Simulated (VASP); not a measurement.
# Bi (R-3m) in VASP: single point with LDA

Aim: the single point of Bi with LDA.

Program: VASP 6.6.1. These are calculated values, not measurements. Logs are shortened: lines on timing, memory, paths and dates and some standing lists are left out, and cuts for length are marked.

### Step 1. The cell of the first run

The structure is trigonal, space group R-3m (No. 166). The conventional cell has a = 4.494 Å, b = 4.494 Å, c = 11.497 Å, α = 90.00°, β = 90.00°, γ = 120.00°. Within 4.0 Å of Bi (site symmetry 3m) lie 6 Bi at 3.06 to 3.41 Å.

### Step 2. Single point, LDA

POSCAR reads:

```
Bi
1.0
    2.2467522574      1.2971630206      3.8323808428
   -2.2467522574      1.2971630206      3.8323808428
    0.0000000000     -2.5943260412      3.8323808428
Bi
2
Direct
    0.2371917583      0.2371917583      0.2371917583
    0.7628082417      0.7628082417      0.7628082417
```

INCAR.step1 reads:

```
PREC     = Accurate       # precision mode
ENCUT    = 400            # plane-wave cutoff, eV
EDIFF    = 1E-6           # SCF threshold, eV
ISMEAR   = 0              # smearing method
SIGMA    = 0.1            # smearing width, eV
LREAL    = False          # projectors in reciprocal space
LASPH    = True           # aspherical terms in the spheres
NELM     = 120            # most SCF steps
ALGO     = Normal         # electronic algorithm
ISIF     = 2              # what is computed and relaxed
LWAVE    = False          # write WAVECAR
LCHARG   = True           # write CHGCAR
NBANDS   = 22             # bands
GGA_COMPAT= False        
NEDOS    = 2001           # points of the DOS
LORBIT   = 11             # projections on sites
```

KPOINTS.step1 reads:

```
regular mesh
0
Gamma
  12 12 12
```

INCAR.step2 reads:

```
PREC     = Accurate       # precision mode
ENCUT    = 400            # plane-wave cutoff, eV
EDIFF    = 1E-6           # SCF threshold, eV
ISMEAR   = -5             # smearing method
SIGMA    = 0.1            # smearing width, eV
LREAL    = False          # projectors in reciprocal space
LASPH    = True           # aspherical terms in the spheres
NELM     = 120            # most SCF steps
ALGO     = Normal         # electronic algorithm
ISIF     = 2              # what is computed and relaxed
LWAVE    = False          # write WAVECAR
LCHARG   = False          # write CHGCAR
LORBIT   = 10             # projections on sites
NEDOS    = 1001           # points of the DOS
ICHARG   = 11             # starting density
GGA_COMPAT= False
```

KPOINTS.step2 reads:

```
regular mesh
0
Gamma
  18 18 18
```

Potentials or basis: VASP PAW LDA potentials, release 64 (Bi_d).

Command:

```bash
> cat potpaw_LDA.64/Bi_d/POTCAR > POTCAR
> cp INCAR.step1 INCAR
> cp KPOINTS.step1 KPOINTS
> mpirun -np 1 vasp_std > vasp.out
> cp INCAR.step2 INCAR
> cp KPOINTS.step2 KPOINTS
> mpirun -np 1 vasp_std > vasp.out
```

OUTCAR:

```text
PREC = Accurate
   ENCUT = 400
   EDIFF = 1E-6
   ISMEAR = -5
   LREAL = False
   LASPH = True
   NELM = 120
   ISIF = 2
   LORBIT = 10
   ICHARG = 11

 ion  position               nearest neighbor table
   1  0.237  0.237  0.237-   2 3.06   2 3.06   2 3.06   2 3.41   2 3.41   2 3.41
   2  0.763  0.763  0.763-   1 3.06   1 3.06   1 3.06   1 3.41   1 3.41   1 3.41

  LATTYP: Found a trigonal (rhomboedric) cell.
 ALAT       =     4.6279229177
 COS(alpha) =     0.5286232741

  Lattice vectors:

 A1 = (   2.2467522574,   1.2971630206,   3.8323808428)
 A2 = (  -2.2467522574,   1.2971630206,   3.8323808428)
 A3 = (   0.0000000000,  -2.5943260412,   3.8323808428)

Analysis of symmetry for initial positions (statically):
=====================================================================
 Subroutine PRICEL returns:
 Original cell was already a primitive cell.

 Routine SETGRP: Setting up the symmetry group for a
 trigonal (rhombohedral) supercell.

 Subroutine GETGRP returns: Found 12 space group operations
 (whereof 12 operations were pure point group operations)
 out of a pool of 12 trial point group operations.

The static configuration has the point symmetry D_3d.

Analysis of symmetry for dynamics (positions and initial velocities):
=====================================================================
 Subroutine PRICEL returns:
 Original cell was already a primitive cell.

 Routine SETGRP: Setting up the symmetry group for a
 trigonal (rhombohedral) supercell.

 Subroutine GETGRP returns: Found 12 space group operations
 (whereof 12 operations were pure point group operations)
 out of a pool of 12 trial point group operations.

The dynamic configuration has the point symmetry D_3d.

 Subroutine INISYM returns: Found 12 space group operations
 (whereof 12 operations are pure point group operations),
 and found     1 'primitive' translations

----------------------------------------------------------------------------------------

                                     Primitive cell

  volume of cell :      67.0146

[... 86 lines left out ...]
   LSORBIT =      F    spin-orbit coupling
   LASPH  =      T    aspherical Exc in radial PAW
   ENCUT  =  400.0 eV  29.40 Ry    5.42 a.u.   7.55  7.55  7.55*2*pi/ulx,y,z
   NELM   =    120;   NELMIN=  2; NELMDL=  0     # of ELM steps
   EDIFF  = 0.1E-05   stopping-criterion for ELM
   LREAL  =      F    real-space projection
   EDIFFG = 0.1E-04   stopping-criterion for IOM
   NSW    =      0    number of steps for IOM
   IBRION =     -1    ionic relax: 0-MD 1-quasi-New 2-CG
   NFREE  =      0    steps in history (QN), initial steepest desc. (CG)
   ISIF   =      2    stress and relaxation
   ISYM   =      2    0-nonsym 1-usesym 2-fastsym
   POTIM  = 0.5000    time-step for ionic-motion
   TEBEG  =    0.0;   TEEND  =   0.0 temperature during run
   PSTRESS=    0.0 pullay stress
   NELECT =      30.0000    total number of electrons
   NUPDOWN=      -1.0000    fix difference up-down
   EMIN   =  10.00;   EMAX   =-10.00  energy-range for DOS
   EFERMI =   0.00;   METHOD = LEGACY
   ISMEAR =    -5;   SIGMA  =   0.10  broadening in eV -4-tet -1-fermi 0-gaus
   EFERMI_NEDOS =   21; number of points for ismear=-14 and -15
   IALGO  =     38    algorithm
   IMIX   =      4    mixing-type and parameters
     AMIX     =   0.40;   BMIX     =  1.00
     AMIX_MAG =   1.60;   BMIX_MAG =  1.00
  volume/ion in A,a.u.               =      33.51       226.12
  Fermi-wavevector in a.u.,A,eV,Ry     =   1.252349  2.366596 21.339077  1.568378
  Thomas-Fermi vector in A             =   2.386253
   LORBIT       =     10    0 simple, 1 ext, 2 COOP (PROOUT), +10 PAW based schemes
   GGA     = CA    functional components
   LHFCALC =     F    Hartree Fock is set to
   AEXX    =    0.0000 exact exchange contribution
   IVDW    =     0    specifies the selected vdW correction
   LEPSILON=     F    determine dielectric tensor
   LRPA    =     F    only Hartree local field effects (RPA)
 non-spin polarized calculation
 Fermi weights with tetrahedron method with Bloechl corrections
  energy-cutoff  :      400.00
  volume of cell :       67.01
 maximum number of plane-waves:      1267

 number of electron      29.9999993 magnetization

 Free energy of the ion-electron system (eV)
  ---------------------------------------------------
  ext. energy  EPLUGINS =         0.00000000
  ---------------------------------------------------
  free energy    TOTEN  =        -9.12098854 eV

  energy without entropy =       -9.12098854  energy(sigma->0) =       -9.12098854

 E-fermi :   6.5883     XC(G=0): -10.0333

 val. band max:        6.6474550349   @ k =   0.2222   0.2222   0.1111
 cond. band min:       6.4155314783   @ k =   0.5000  -0.0000   0.0000
 fundamental gap:     -0.2319235565
 Fermi energy:         6.5883367650

 k-point     1 :       0.0000    0.0000    0.0000
  band No.  band energies     occupation
      1     -16.2985      2.00000
      2     -16.2985      2.00000
      3     -16.1246      2.00000
      4     -16.1246      2.00000
      5     -16.1130      2.00000
      6     -15.9144      2.00000
[... 505 lines left out ...]
      6     -15.9543      2.00000
[... 11 lines left out ...]
     18       9.2498      0.00000
     19      11.6981      0.00000

 [... further k-points ...]

------------------------ aborting loop because EDIFF is reached ----------------------------------------

  FORCE on cell =-STRESS in cart. coord.  units (eV):
  Direction    XX          YY          ZZ          XY          YZ          ZX
  --------------------------------------------------------------------------------------
  -------------------------------------------------------------------------------------
  Total        0.0530735      0.0530735      0.0416234      0.0000000     -0.0000000      0.0000000
  in kB        1.2688738      1.2688738      0.9951261      0.0000000     -0.0000000      0.0000000
  external PRESSURE =       1.1776245 kB  Pullay stress =       0.0000000 kB

 VOLUME and BASIS-vectors are now :
 -----------------------------------------------------------------------------
  energy-cutoff  :      400.00
  volume of cell :       67.01
      direct lattice vectors                 reciprocal lattice vectors
     2.246752257  1.297163021  3.832380843     0.222543451  0.128485521  0.086978134
    -2.246752257  1.297163021  3.832380843    -0.222543451  0.128485521  0.086978134
     0.000000000 -2.594326041  3.832380843     0.000000000 -0.256971042  0.086978134

 POSITION                                       TOTAL-FORCE (eV/Angst)
 -----------------------------------------------------------------------------------
      0.00000      0.00000      2.72703         0.000000     -0.000000      0.028124
      0.00000      0.00000      8.77012         0.000000      0.000000     -0.028124
 -----------------------------------------------------------------------------------
    total drift:                               -0.000000      0.000000     -0.000000

  FREE ENERGIE OF THE ION-ELECTRON SYSTEM (eV)
  ---------------------------------------------------
  free  energy   TOTEN  =        -9.1209885439 eV

  energy  without entropy=       -9.1209885439  energy(sigma->0) =       -9.12098854

 total charge

# of ion       s       p       d       tot
------------------------------------------
    1        1.533   1.382   9.914  12.829
    2        1.533   1.382   9.914  12.829
--------------------------------------------------
tot          3.065   2.764  19.829  25.657
```

OUTCAR.step1:

```text
PREC = Accurate
   ENCUT = 400
   EDIFF = 1E-6
   ISMEAR = 0
   LREAL = False
   LASPH = True
[... 825 lines left out ...]
    total drift:                                0.000000     -0.000000      0.000000

  FREE ENERGIE OF THE ION-ELECTRON SYSTEM (eV)
  ---------------------------------------------------
  free  energy   TOTEN  =        -9.1256165968 eV

  energy  without entropy=       -9.1244785581  energy(sigma->0) =       -9.12504758

 total charge

# of ion       s       p       d       tot
------------------------------------------
    1        1.533   1.381   9.914  12.828
    2        1.533   1.381   9.914  12.828
--------------------------------------------------
tot          3.066   2.762  19.829  25.657
```

OSZICAR.step1:

```text
N       E                     dE             d eps       ncg     rms          rms(c)
DAV:   1     0.287178934315E+03    0.28718E+03   -0.14263E+04  8352   0.141E+03
DAV:   2     0.147057465865E+02   -0.27247E+03   -0.26612E+03  8496   0.398E+02
DAV:   3    -0.836192838457E+01   -0.23068E+02   -0.22866E+02 10140   0.135E+02
DAV:   4    -0.912072426439E+01   -0.75880E+00   -0.75850E+00 10546   0.273E+01
DAV:   5    -0.914750722407E+01   -0.26783E-01   -0.26782E-01 11890   0.445E+00    0.107E+00
DAV:   6    -0.913250968163E+01    0.14998E-01   -0.17894E-02 11078   0.146E+00    0.615E-01
DAV:   7    -0.912567642953E+01    0.68333E-02   -0.10935E-02 10680   0.115E+00    0.103E-01
DAV:   8    -0.912560962667E+01    0.66803E-04   -0.10857E-03  9764   0.377E-01    0.203E-02
DAV:   9    -0.912561701066E+01   -0.73840E-05   -0.49878E-05 12858   0.550E-02    0.865E-03
DAV:  10    -0.912561659675E+01    0.41391E-06   -0.32378E-06  8420   0.179E-02
   1 F= -.91256166E+01 E0= -.91250476E+01  d E =-.113804E-02
```

Run time: 3.7 min. Hardware: 1 thread of Intel Xeon Platinum 8488C (Sapphire Rapids), shared host; peak memory 0.48 GiB.

Results:

| Item | Value |
| --- | --- |
| Valence electrons inside the program's atomic spheres | Bi 12.83 |

Levels at points of the mesh, in eV from the Fermi level:
```tsv
k point	band 11	band 12	band 13	band 14	band 15	band 16	band 17	band 18	band 19
(0.00, 0.00, 0.00)	-13.32	-7.25	-1.49	-1.25	-1.25	2.85	3.15	3.15	5.63
(0.50, 0.00, 0.00)	-11.22	-10.68	-1.07	-0.98	-0.23	-0.17	0.42	0.81	7.88
(0.50, 0.50, 0.00)	-11.33	-9.37	-4.96	-3.17	-3.05	2.49	5.21	5.54	7.24
(0.50, 0.50, 0.50)	-11.80	-10.19	-0.77	-0.50	-0.50	0.53	0.53	0.64	7.44
```

Caveat: spin-orbit coupling is left out, which moves the levels of the heavy elements.
